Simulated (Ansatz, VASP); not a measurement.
**Two plane-wave programs on Ca**

INCAR

```
SYSTEM = Ca
PREC = Accurate
ENCUT = 520
EDIFF = 1E-7
ISMEAR = -1
SIGMA = 0.08
LREAL = .FALSE.
LASPH = .TRUE.
NELM = 80
ALGO = Normal
ISIF = 2
LWAVE = .FALSE.
LCHARG = .FALSE.
GGA = PE
NBANDS = 11
```

File KPOINTS:

```
Automatic mesh
0
G
  12 12 12
  0 0 0
```

The input POSCAR:

```
Ca
1.0
    0.0000000000      2.6673643140      2.6673643140
    2.6673643140      0.0000000000      2.6673643140
    2.6673643140      2.6673643140      0.0000000000
Ca
1
Direct
    0.0000000000      0.0000000000      0.0000000000
```

Input for Ansatz:

```yaml
crystal:
  lattice:
    - [0.0, 2.667364314, 2.667364314]
    - [2.667364314, 0.0, 2.667364314]
    - [2.667364314, 2.667364314, 0.0]
  atoms:
    - { symbol: Ca, position: [0.0, 0.0, 0.0] }
kpoints:
  mp_grid: { grid: [12, 12, 12] }
scf:
  occupations: { method: fermi_dirac, width: 0.08 }
hamiltonian:
  xc: pbe
  pseudopotentials: { kind: paw }
output:
  forces: true
  stress: true
  eigenvalues: true
```

Change from the starting cell: volume scaled by 0.9, to set the pressure.

Alike in both runs: task single point; functional PBE; k mesh 12 × 12 × 12; occupations fermi-dirac, width 0.08 eV; no spin polarisation.

|  | VASP | Ansatz |
| --- | --- | --- |
| version | VASP 6.6.1 | Ansatz 0.2.0 |
| potentials or method | VASP PAW PBE potentials, release 64 (Ca_sv) | PAW with Ansatz's default frozen-core files, scalar-relativistic |
| plane-wave cutoff (eV) | 520 | 420 |
| valence electrons in the cell | 10 | 10 |

```tsv
	VASP	Ansatz	Ansatz less VASP
pressure (GPa)	2.2	2.2	-0.02
```
